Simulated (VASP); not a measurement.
Write the native input for VASP 6.6.1 that does the following.

* Task: single point
* Functional: r2SCAN
* Potentials or basis: VASP PAW PBE potentials, release 64 (Sr_sv, Te)
* Cutoff: 550 eV
* k mesh: 6 × 6 × 6
* Occupations: gaussian, width 0.05 eV
* Spin: no spin polarisation
* Dipole correction: no
* Further INCAR settings: ALGO = Normal; EDIFF = 1e-06; NBANDS = 15

The system is SrTe.

```
CELL_PARAMETERS angstrom
0.00000 3.35606 3.35606
3.35606 0.00000 3.35606
3.35606 3.35606 0.00000
ATOMIC_POSITIONS crystal
Sr 0.50000 0.50000 0.50000
Te 0.00000 0.00000 0.00000
```

The input as run:

POSCAR

```
SrTe
1.0
    0.0000000000      3.3560557132      3.3560557132
    3.3560557132      0.0000000000      3.3560557132
    3.3560557132      3.3560557132      0.0000000000
Sr Te
1 1
Direct
    0.5000000000      0.5000000000      0.5000000000
    0.0000000000      0.0000000000      0.0000000000
```

INCAR.step1

```
SYSTEM = SrTe
PREC = Accurate
ENCUT = 550
ISMEAR = 0
SIGMA = 0.05
LREAL = .FALSE.
LASPH = .TRUE.
NELM = 120
NBANDS = 15
GGA = PE
ALGO = Normal
EDIFF = 1E-5
LWAVE = .TRUE.
LCHARG = .FALSE.
GGA_COMPAT = .FALSE.
```

INCAR.step2

```
SYSTEM = SrTe
PREC = Accurate
ENCUT = 550
EDIFF = 1E-6
ISMEAR = 0
SIGMA = 0.05
LREAL = .FALSE.
LASPH = .TRUE.
NELM = 120
ALGO = Normal
ISIF = 2
LWAVE = .FALSE.
LCHARG = .TRUE.
METAGGA = R2SCAN
LMIXTAU = .TRUE.
LELF = .TRUE.
LVHAR = .TRUE.
NBANDS = 15
ISTART = 1
GGA_COMPAT = .FALSE.
```

KPOINTS

```
regular mesh
0
G
  6 6 6
  0 0 0
```

Potentials or basis: VASP PAW PBE potentials, release 64 (Sr_sv, Te).

Command:

```sh
$ cat potpaw_PBE.64/Sr_sv/POTCAR potpaw_PBE.64/Te/POTCAR > POTCAR
$ cp INCAR.step1 INCAR
$ mpirun -np 1 vasp_std > vasp.out
$ cp INCAR.step2 INCAR
$ mpirun -np 1 vasp_std > vasp.out
```

It gave:

| Quantity | Value |
| --- | --- |
| Pressure | 0.0 GPa |
| Band gap on the k mesh | 2.15 eV (least direct gap 2.89 eV) |

Caveat: the PAW data sets were made with another functional, which shifts forces and pressure a little; spin-orbit coupling is left out, which moves the levels of the heavy elements.

Wall time 100 s on 1 thread of Intel Xeon 8259CL, with other jobs on the host, peak memory 0.22 GiB.
